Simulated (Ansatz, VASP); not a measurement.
**Two plane-wave programs on B2P**

```
B P
1.0
     3.02033   -0.09082    0.22882
     0.11477    3.64288   -0.06996
     1.13866    1.34913    5.53668
B P
4 2
Direct
  0.34537 0.23038 0.80851
  0.92175 0.45702 0.65678
  0.07825 0.54298 0.34322
  0.65463 0.76962 0.19149
  0.83643 0.86422 0.82627
  0.16357 0.13578 0.17373
```

Alike in both runs: functional PBE; k mesh 6 × 6 × 4; occupations gaussian, width 0.1 eV; no spin polarisation.

Ansatz relaxed the structure, and its values are those at the end. VASP's run is a single point on that final structure, the one shown.

|  | VASP | Ansatz |
| --- | --- | --- |
| version | VASP 6.6.1 | Ansatz 0.2.0 |
| potentials or method | VASP PAW PBE potentials, release 64 (B, P), cutoff 520 eV | scalar-relativistic, plane waves, PAW |
| valence electrons in the cell | 22 | 22 |

```csv
,VASP,Ansatz,Ansatz less VASP
gap on the k mesh at the Fermi level (eV),none,none,-
pressure (GPa),-0.3,-0.1,+0.23
rms of the force components (eV/Å),0.012,0.009,-0.0024
```

A gap of «none» marks a metal or a gap that the smearing closes.
